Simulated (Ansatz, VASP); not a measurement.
# Two plane-wave programs on ZrB

```
Zr B
1.0
     0.00000    2.53001    2.31532
     2.53001    0.00000    2.31532
     2.53001    2.53001    0.00000
Zr B
1 1
Direct
  0.50000 0.50000 0.50000
  0.00000 0.00000 0.00000
```

Alike in both runs: task single point; functional PBE; k mesh 12 × 12 × 12; no spin polarisation.

|  | VASP | Ansatz |
| --- | --- | --- |
| version | VASP 6.6.1 | Ansatz 0.2.0 |
| potentials or method | VASP PAW PBE potentials, release 64 (Zr_sv, B), cutoff 520 eV | plane waves, PAW |
| occupations | methfessel-paxton of order 1, width 0.1 eV | cold |
| valence electrons in the cell | 15 | 15 |

```tsv
	VASP	Ansatz	Ansatz less VASP
pressure (GPa)	1.2	1.1	-0.10
traceless stress, the component that is largest in VASP (GPa)	18.47	18.43	-0.035
```

Ansatz's warnings: stress scf threshold loose.
